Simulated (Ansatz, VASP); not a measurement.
**SrO in VASP and in Ansatz**

Contents of INCAR:

```
PREC     = Accurate       # precision mode
ENCUT    = 520            # plane-wave cutoff, eV
EDIFF    = 1E-7           # SCF threshold, eV
ISMEAR   = -1             # smearing method
SIGMA    = 0.02           # smearing width, eV
LREAL    = F              # projectors in reciprocal space
LASPH    = T              # aspherical terms in the spheres
NELM     = 100            # most SCF steps
ALGO     = Normal         # electronic algorithm
ISIF     = 2              # what is computed and relaxed
LWAVE    = F              # write WAVECAR
LCHARG   = F              # write CHGCAR
GGA      = PE             # functional
NBANDS   = 15             # bands
```

File KPOINTS:

```
Automatic mesh
0
Gamma
  8 8 8
```

The input POSCAR:

```
SrO
1.0
    0.0000000000      2.4927060000      2.5698000000
    2.4927060000      0.0000000000      2.5698000000
    2.4927060000      2.4927060000      0.0000000000
Sr O
1 1
Direct
    0.0000000000      0.0000000000      0.0000000000
    0.5000000000      0.5000000000      0.5000000000
```

Input for Ansatz:

```yaml
crystal:
  lattice:
    - [0.0, 2.492706, 2.5698]
    - [2.492706, 0.0, 2.5698]
    - [2.492706, 2.492706, 0.0]
  atoms:
    - { symbol: Sr, position: [0.0, 0.0, 0.0] }
    - { symbol: O, position: [0.5, 0.5, 0.5] }
kpoints:
  mp_grid: { grid: [8, 8, 8] }
  band_path:
    path:
      - [0.0, 0.0, 0.0]
      - [0.0, 0.5, 0.5]
      - [0.25, 0.75, 0.5]
      - [0.0, 0.5, 0.0]
      - [0.0, 0.0, 0.0]
      - [0.5, 0.5, 0.0]
      - [0.3676125, 0.6323875, 0.0]
      - [-0.3676125, 0.3676125, 0.0]
      - [0.0, 0.0, 0.0]
    npoints: 5
scf:
  occupations: { method: fermi_dirac, width: 0.02 }
hamiltonian:
  xc: pbe
  pseudopotentials: { kind: all_electron, lapw: { basis_error: 0.00025 } }
output:
  forces: true
  stress: true
  eigenvalues: true
```

Change from the starting cell: equal xx and yy strain of -3 %.

Alike in both runs: task single point; functional PBE; k mesh 8 × 8 × 8; occupations fermi-dirac, width 0.02 eV; no spin polarisation.

|  | VASP | Ansatz |
| --- | --- | --- |
| version | VASP 6.6.1 | Ansatz 0.2.0 |
| potentials or method | VASP PAW PBE potentials, release 64 (Sr_sv, O), cutoff 520 eV | all-electron LAPW, scalar-relativistic |

Ansatz gave:

```
gap on the k mesh at the Fermi level (eV)                     : 3.20
pressure (GPa)                                                : 9.9
traceless stress, the component that is largest in VASP (GPa) : -3.67
```

Question: Which values does VASP return?

Answer: gap on the k mesh at the Fermi level (eV): 3.14; pressure (GPa): 10.7; traceless stress, the component that is largest in VASP (GPa): -3.85.

Ansatz ran all-electron here, and VASP with PAW potentials.
